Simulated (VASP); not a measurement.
Fe:

```
Fe
1.0
     4.05246    0.00000    0.00000
    -2.02623    3.50953    0.00000
     0.00000    0.00000    2.48416
Fe
3
Direct
  0.00000 0.00000 0.00000
  0.33333 0.66667 0.50000
  0.66667 0.33333 0.50000
```

This isn't the form of Fe at room conditions, which is bcc.

| Property | Result |
| --- | --- |
| Program | VASP 6.6.1 |
| Task | relaxation of cell and atoms |
| Functional | BLYP |
| Potentials or basis | VASP PAW PBE potentials, release 64 (Fe) |
| Cutoff | 600 eV |
| k mesh | 9 × 9 × 13 |
| Occupations | fermi-dirac, width 0.1 eV |
| Spin | no spin polarisation |

At the start: pressure -16.4 GPa; volume 11.78 Å³/atom.

Problem. Where does the relaxation end?

Solution. Over 6 steps the energy falls by 58.4 meV/atom and the volume is 10.84 Å³/atom (-7.9 %); space group P6/mmm (No. 191, to 0.1 Å) before and after.

Step by step:
| step | energy change (eV) | largest force (eV/Å) | pressure (GPa) | volume (Å³) |
| --- | --- | --- | --- | --- |
| 1 | 0.0000 | 0.0000 | -16.39 | 35.33 |
| 2 | 0.0831 | 0.0000 | 29.87 | 29.51 |
| 3 | -0.1710 | 0.0000 | 0.18 | 32.51 |
| 4 | -0.1710 | 0.0000 | 0.50 | 32.45 |
| 5 | -0.1752 | 0.0000 | 0.11 | 32.53 |
| 6 | -0.1752 | 0.0000 | 0.09 | 32.53 |

Final structure:
```
Fe
1.0
     3.90477    0.00000    0.00000
    -1.95239    3.38163    0.00000
     0.00000    0.00000    2.46360
Fe
3
Direct
  0.00000 0.00000 0.00000
  0.33333 0.66667 0.50000
  0.66667 0.33333 0.50000
```

Caveat: the PAW data sets were made with another functional, which shifts forces and pressure a little; the run has no spin polarisation, though such a crystal can be magnetic.
